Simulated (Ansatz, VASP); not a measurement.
## Two plane-wave programs on CsRb2

```
Cs Rb
1.0
     0.00000    6.74077    6.74077
     6.74077    0.00000    6.74077
     6.74077    6.74077    0.00000
Cs Rb
2 4
Direct
  0.50000 0.50000 0.50000
  0.75000 0.75000 0.75000
  0.12500 0.12500 0.12500
  0.62500 0.12500 0.12500
  0.12500 0.12500 0.62500
  0.12500 0.62500 0.12500
```

Alike in both runs: functional PBE; k mesh 6 × 6 × 6; occupations gaussian, width 0.1 eV; no spin polarisation.

Ansatz relaxed the structure, and its values are those at the end. VASP's run is a single point on that final structure, the one shown.

```csv
,VASP,Ansatz
version,VASP 6.6.1,Ansatz 0.2.0
potentials or method,"VASP PAW PBE potentials, release 64 (Cs_sv, Rb_sv), cutoff 520 eV","scalar-relativistic, plane waves, PAW"
valence electrons in the cell,54,54
```

```csv
,VASP,Ansatz,Ansatz less VASP
gap on the k mesh at the Fermi level (eV),none,none,-
pressure (GPa),0.0,0.0,0.00
```

A gap of «none» marks a metal or a gap that the smearing closes. The functional is the same, so the differences come from potentials, cutoffs and numerics.

Neither program's run includes spin-orbit coupling.
